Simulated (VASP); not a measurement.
The system is Ni.

```xyz
1
Lattice="0.0000 1.7724 1.7724 1.7724 0.0000 1.7724 1.7724 1.7724 0.0000" Properties=species:S:1:pos:R:3 pbc="T T T"
Ni    0.0000    0.0000    0.0000
```

Base run:

| Quantity | Value |
| --- | --- |
| Program | VASP 6.6.1 |
| Functional | PBE |
| Potentials or basis | VASP PAW PBE potentials, release 64 (Ni) |
| Cutoff | 520 eV |
| k mesh | 15 × 15 × 15 |
| Occupations | fermi-dirac, width 0.05 eV |
| Spin | collinear spin, ferromagnetic start |
| Starting moments | [0.24] μB |
| Fixed moment | 0.24 μB |

Its results: pressure -5.1 GPa; net moment 0.24 μB per cell; site moments Ni +0.25 μB.

Problem. After a change of settings the same cell gave: pressure -4.0 GPa; net moment 0.65 μB per cell; site moments Ni +0.66 μB. Which change was it?
A. fixed moment from 0.24 μB to 1.46 μB; moments at the start from [0.24] to [1.46]
B. fixed moment from 0.24 μB to 1.22 μB; moments at the start from [0.24] to [1.22]
C. fixed moment from 0.24 μB to 1.94 μB; moments at the start from [0.24] to [1.94]
D. fixed moment from 0.24 μB to none; moments at the start from [0.24] to [2.0]

Solution. D.

Caveats: the total moment is fixed, so each spin has its own Fermi level (some runs).
